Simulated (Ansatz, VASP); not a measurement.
TePb: VASP beside Ansatz

Contents of INCAR:

```
SYSTEM = TePb
PREC = Accurate ; ENCUT = 520
EDIFF = 1E-8 ; ISMEAR = -1
SIGMA = 0.08 ; LREAL = .False.
LASPH = .True. ; NELM = 100
ALGO = Normal ; ISIF = 2
LWAVE = .False. ; LCHARG = .False.
GGA = PE ; LEFG = .True.
NBANDS = 17
```

Contents of KPOINTS:

```
Automatic mesh
0
Gamma
  11 11 11
  0 0 0
```

Contents of POSCAR:

```
TePb
1.0
    0.0000000000      3.2754050000      3.2270000000
    3.2754050000      0.0000000000      3.2270000000
    3.2754050000      3.2754050000      0.0000000000
Te Pb
1 1
Direct
    0.5000000000      0.5000000000      0.5000000000
    0.0000000000      0.0000000000      0.0000000000
```

Input for Ansatz:

```yaml
crystal:
  lattice:
    - [0.0, 3.275405, 3.227]
    - [3.275405, 0.0, 3.227]
    - [3.275405, 3.275405, 0.0]
  atoms:
    - { symbol: Te, position: [0.5, 0.5, 0.5] }
    - { symbol: Pb, position: [0.0, 0.0, 0.0] }
kpoints:
  mp_grid: { grid: [11, 11, 11] }
scf:
  occupations: { method: fermi_dirac, width: 0.08 }
hamiltonian:
  xc: pbe
  pseudopotentials: { kind: all_electron, datasets: crystal }
output:
  forces: true
  stress: true
  eigenvalues: true
  efg: { contact_densities: true }
```

Change from the starting cell: x and y stretched by +1.5 %, z held, crystal datasets.

Alike in both runs: task electric field gradients; functional PBE; k mesh 11 × 11 × 11; occupations fermi-dirac, width 0.08 eV; no spin polarisation.

```csv
,VASP,Ansatz
version,VASP 6.6.1,Ansatz 0.2.0
potentials or method,"VASP PAW PBE potentials, release 64 (Te, Pb_d), cutoff 520 eV","all-electron PAW with datasets made for the crystal, scalar-relativistic"
```

Ansatz gave:

| Item | Value |
| --- | --- |
| pressure (GPa) | 1.0 |
| traceless stress, the component that is largest in VASP (GPa) | 1.12 |
| size of Vzz on the site where it differs most (V/Å²) | 50.5 |

Estimate VASP's values.

pressure (GPa): 0.9; traceless stress, the component that is largest in VASP (GPa): 1.12; size of Vzz on the site where it differs most (V/Å²): 47.4.

Ansatz ran all-electron here, and VASP with PAW potentials.

Neither program's run includes spin-orbit coupling.
